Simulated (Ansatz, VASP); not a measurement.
Two plane-wave programs on C

```xyz
2
Lattice="0.0000 1.7943 1.7943 1.7943 0.0000 1.7943 1.7943 1.7943 0.0000" Properties=species:S:1:pos:R:3 pbc="T T T"
C     1.7943    1.7943    1.7943
C     2.6915    2.6915    2.6915
```

Alike in both runs: functional RPBE; k mesh 8 × 8 × 8; occupations fermi-dirac, width 0.05 eV; no spin polarisation.

Ansatz relaxed the structure, and its values are those at the end. VASP's run is a single point on that final structure, the one shown.

```csv
,VASP,Ansatz
version,VASP 6.6.1,Ansatz 0.2.0
potentials or method,"VASP PAW PBE potentials, release 64 (C), cutoff 520 eV","plane waves (420 eV) with PAW, scalar-relativistic"
valence electrons in the cell,8,8
```

Ansatz gave:

```
pressure (GPa) : 0.0
```

Question: Estimate VASP's values.

Answer: Pressure (GPa): 0.5.

VASP's potentials were made for PBE, not for RPBE. The functional is the same, so the differences come from potentials, cutoffs and numerics.
